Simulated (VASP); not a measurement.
Here is a VASP 6.6.1 calculation.

File INCAR:

```
SYSTEM = ReS2
PREC     = Accurate       ! precision mode
ENCUT    = 520            ! plane-wave cutoff, eV
EDIFF    = 1E-6           ! SCF threshold, eV
ISMEAR   = 0              ! smearing method
SIGMA    = 0.01           ! smearing width, eV
LREAL    = .False.        ! projectors in reciprocal space
LASPH    = .True.         ! aspherical terms in the spheres
NELM     = 120            ! most SCF steps
ALGO     = Normal         ! electronic algorithm
ISIF     = 2              ! what is computed and relaxed
LWAVE    = .False.        ! write WAVECAR
LCHARG   = .False.        ! write CHGCAR
NBANDS   = 94             ! bands
GGA_COMPAT= .False.      
NELMDL   = -8
```

File KPOINTS:

```
Automatic mesh
0
Gamma
  4 4 1
  0 0 0
```

Contents of POSCAR:

```
ReS2
1.0
    6.3029151087     -0.0076537296      0.0000000000
    3.0883994692      5.6090585892      0.0000000000
    0.0000000000      0.0000000000     23.0000000000
Re S
8 16
Direct
    0.1343415925      0.1876086257      0.3686896475
    0.2574470825      0.5617023089      0.3736992671
    0.7079277645      0.1601169123      0.3705009035
    0.6837592260      0.5890236238      0.3718240622
    0.1140770555      0.7367652280      0.6263006966
    0.2371826069      1.1108589707      0.6313103552
    0.6877648568      0.7094440146      0.6281760108
    0.6635964409      1.1383506921      0.6294990406
    0.8800361707      0.7782890881      0.3203288958
    0.3408844805      0.8097373947      0.3130294619
    0.0511669391      0.9394622712      0.4290767132
    0.0117650018      0.4792803313      0.4388718925
    0.5114663298      0.9710465209      0.4217793920
    0.8401339628      0.3168314901      0.2958024744
    0.5521956247      0.4318390579      0.4466444039
    0.3798823823      0.2699409542      0.3035300536
    0.8600578583      1.3274211973      0.5782206148
    0.3203570749      1.3590054284      0.5709232910
    0.0306396480      1.4887303214      0.6869706098
   -0.0083583940      1.0285270629      0.6964698836
    0.4914880246      1.5201784919      0.6796711024
    0.8193284649      0.8666283710      0.5533555646
    0.5313901921      0.9816365249      0.7041975321
    0.3597592608      0.8191872340      0.5611281305
```

Potentials or basis: VASP PAW LDA potentials, release 64 (Re, S).

Launch:

```sh
$ cat potpaw_LDA.64/Re/POTCAR potpaw_LDA.64/S/POTCAR > POTCAR
$ mpirun -np 1 vasp_std > vasp.out
```

**Question.** Predict the largest force.

**Answer.** 0.166 eV/Å.

**Question.** Estimate the band gap on the k mesh.

**Answer.** 1.34 eV.

Forces on the atoms (eV/Å):
```
Re   0.022 -0.022 -0.020
Re  -0.020  0.021  0.019
Re  -0.014 -0.044 -0.011
Re   0.015  0.045  0.009
Re   0.020 -0.021 -0.019
Re  -0.022  0.022  0.020
Re  -0.015 -0.045 -0.009
Re   0.014  0.044  0.011
S    0.007  0.009 -0.070
S   -0.005  0.046 -0.090
S    0.012 -0.046  0.089
S    0.004  0.032  0.131
S   -0.003 -0.010  0.072
S    0.001  0.001 -0.166
S    0.005 -0.001  0.163
S   -0.002 -0.033 -0.128
S    0.003  0.010 -0.072
S   -0.012  0.046 -0.089
S    0.005 -0.046  0.090
S    0.002  0.033  0.128
S   -0.007 -0.009  0.070
S   -0.005  0.001 -0.163
S   -0.001 -0.001  0.166
S   -0.004 -0.032 -0.131
```

Caveat: spin-orbit coupling is left out, which moves the levels of the heavy elements.
